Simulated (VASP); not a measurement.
Crystal: Rh.

```xyz
1
Lattice="0.0000 1.8722 1.8722 1.8722 0.0000 1.8722 1.8722 1.8722 0.0000" Properties=species:S:1:pos:R:3 pbc="T T T"
Rh    0.0000    0.0000    0.0000
```

Base run:

```yaml
Program: VASP 6.6.1
Functional: r2SCAN
Potentials_or_basis: VASP PAW PBE potentials, release 64 (Rh_pv)
Cutoff: 520 eV
k_mesh: 12 × 12 × 12
Occupations: fermi-dirac, width 0.05 eV
Spin: no spin polarisation
```

Its results: pressure 15.3 GPa.

Q: The run is repeated on the same cell with these changes: potentials or basis from VASP PAW PBE potentials, release 64 (Rh_pv) to VASP PAW PBE potentials, release 64 (Rh_sv_GW); cutoff from 520 eV to 580 eV; valence electrons from 15 to 17. What comes out?

A: Pressure 12.2 GPa.

Caveats: the PAW data sets were made with another functional, which shifts forces and pressure a little.
